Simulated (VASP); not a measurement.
Write the native input for VASP 6.6.1 that does the following.

```yaml
Task: single point
Functional: PBE
Potentials_or_basis: VASP PAW PBE potentials, release 64 (Be, Ni, Te)
Cutoff: 520 eV
k_mesh: 6 × 6 × 6
Occupations: fermi-dirac, width 0.1 eV
Spin: no spin polarisation
Dipole_correction: no
Further_INCAR_settings: ALGO = Normal; EDIFF = 1e-06; NBANDS = 34
```

The structure of BeNiTe6 lies in POSCAR:

```
BeNiTe6
1.0
    3.2638820000      5.6532070000      0.0000000000
   -3.2638820000      5.6532070000      0.0000000000
    0.0000000000     -3.7688000000      5.8470100000
Be Ni Te
1 1 6
Direct
    0.5000000000      0.5000000000      0.5000000000
    0.0000000000      0.0000000000      0.0000000000
    0.2390000000      0.6190000000      0.7600000000
    0.9020000000      0.2390000000      0.7600000000
    0.6190000000      0.9020000000      0.7600000000
    0.7610000000      0.3810000000      0.2400000000
    0.0980000000      0.7610000000      0.2400000000
    0.3810000000      0.0980000000      0.2400000000
```

These files were run (other wordings do the same):

INCAR

```
PREC = Accurate
ENCUT = 520
EDIFF = 1E-6
ISMEAR = -1
SIGMA = 0.1
LREAL = F
LASPH = T
NELM = 60
ALGO = Normal
ISIF = 2
LWAVE = F
LCHARG = T
GGA = PE
LELF = T
LVHAR = T
NBANDS = 34
```

KPOINTS

```
regular mesh
0
Gamma
  6 6 6
```

Potentials or basis: VASP PAW PBE potentials, release 64 (Be, Ni, Te).

Run with:

```bash
$ cat potpaw_PBE.64/Be/POTCAR potpaw_PBE.64/Ni/POTCAR potpaw_PBE.64/Te/POTCAR > POTCAR
$ mpirun -np 1 vasp_std > vasp.out
```

Results of the run:

```
Pressure               : 0.8 GPa
Largest force          : 1.334 eV/Å
Band gap on the k mesh : zero (band 24 reaches 6.91 eV, above the bottom of band 25 at 5.91 eV)
```

Caveat: spin-orbit coupling is left out, which moves the levels of the heavy elements; forces of over 1 eV/Å act on the atoms, so gaps and moduli don't describe the material at rest.

It took 6 min on 1 thread of Intel(R) Xeon(R) Platinum 8375C CPU @ 2.90GHz (Ice Lake) (shared host), peak memory 0.54 GiB.
